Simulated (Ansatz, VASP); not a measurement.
# One calculation of Cs, two programs

```
Cs
1.0
     5.04331    0.00000    0.00000
     0.00000    5.04331    0.00000
     0.00000    0.00000    5.03608
Cs
1
Direct
  0.50000 0.50000 0.50000
```

Alike in both runs: functional PBE; k mesh 12 × 12 × 12; occupations gaussian, width 0.1 eV; no spin polarisation.

Ansatz relaxed the structure, and its values are those at the end. VASP's run is a single point on that final structure, the one shown.

|  | VASP | Ansatz |
| --- | --- | --- |
| version | VASP 6.6.1 | Ansatz 0.2.0 |
| potentials or method | VASP PAW PBE potentials, release 64 (Cs_sv), cutoff 520 eV | scalar-relativistic, plane waves, PAW |
| valence electrons in the cell | 9 | 9 |

|  | VASP | Ansatz | Ansatz less VASP |
| --- | --- | --- | --- |
| gap on the k mesh at the Fermi level (eV) | none | none | - |
| pressure (GPa) | 0.0 | 0.0 | +0.01 |

A gap of «none» marks a metal or a gap that the smearing closes. With one functional, cell and mesh, what is left measures potentials, basis and numerics.

Spin-orbit coupling is off throughout.
